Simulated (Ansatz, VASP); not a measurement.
One calculation of Os, two programs

```
Os
1.0
     2.72496    0.00000    0.00000
    -1.36248    2.35988    0.00000
     0.00000    0.00000    4.30525
Os
2
Direct
  0.33333 0.66667 0.25000
  0.66667 0.33333 0.75000
```

Change from the starting cell: volume scaled by 0.99, PAW files.

Alike in both runs: task electric field gradients; functional PBEsol; k mesh 17 × 17 × 10; occupations fermi-dirac, width 0.08 eV; no spin polarisation.

|  | VASP | Ansatz |
| --- | --- | --- |
| version | VASP 6.6.1 | Ansatz 0.2.0 |
| potentials or method | VASP PAW PBE potentials, release 64 (Os) | PAW with Ansatz's default frozen-core files, scalar-relativistic |
| plane-wave cutoff (eV) | 520 | 420 |
| valence electrons in the cell | 16 | 32 |

```csv
,VASP,Ansatz,Ansatz less VASP
pressure (GPa),2.1,1.6,-0.52
"traceless stress, the component that is largest in VASP (GPa)",-0.26,-0.20,+0.059
size of Vzz on the site where it differs most (V/Å²),81.8,62.0,-19.80
```

VASP's potentials were made for PBE, not for PBEsol. VASP's potentials hold 16 valence electrons a cell and Ansatz's 32, so a difference there can come from the potentials and not from the codes.

Spin-orbit coupling is off throughout.
